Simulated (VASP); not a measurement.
Write the native input for VASP 6.6.1 that does the following.

```
Task                   : single point
Functional             : PBEsol
Potentials or basis    : VASP PAW PBE potentials, release 64 (Mo_sv)
Cutoff                 : 520 eV
k mesh                 : 12 × 12 × 11
Occupations            : fermi-dirac, width 0.15 eV
Spin                   : no spin polarisation
Dipole correction      : no
Further INCAR settings : ALGO = Normal; EDIFF = 1e-06; NBANDS = 13
```

The structure of Mo lies in POSCAR:

```
Mo
1.0
    2.6796675963      0.0000000000      0.0000000000
   -1.3398337981      2.3206600629      0.0000000000
    0.0000000000      0.0000000000      2.5030198129
Mo
1
Direct
    0.0000000000      0.0000000000      0.5000000000
```

These files were run (other wordings do the same):

INCAR

```
PREC = Accurate
ENCUT = 520
EDIFF = 1E-6
ISMEAR = -1
SIGMA = 0.15
LREAL = F
LASPH = T
NELM = 80
ALGO = Normal
ISIF = 2
LWAVE = F
LCHARG = T
GGA = PS
LELF = T
LVHAR = T
NBANDS = 13
```

KPOINTS

```
Automatic mesh
0
Gamma
  12 12 11
```

Potentials or basis: VASP PAW PBE potentials, release 64 (Mo_sv).

The run is started by

```console
$ cat potpaw_PBE.64/Mo_sv/POTCAR > POTCAR
$ mpirun -np 1 vasp_std > vasp.out
```

It gave:

```yaml
Pressure: 11.2 GPa
Band_gap_on_the_k_mesh: zero (band 7 reaches 13.41 eV, above the bottom of band 8 at 11.39 eV)
```

Caveat: the PAW data sets were made with another functional, which shifts forces and pressure a little.

Wall time 22 s on 1 thread of Intel Xeon 8259CL, with other jobs on the host, peak memory 0.14 GiB.
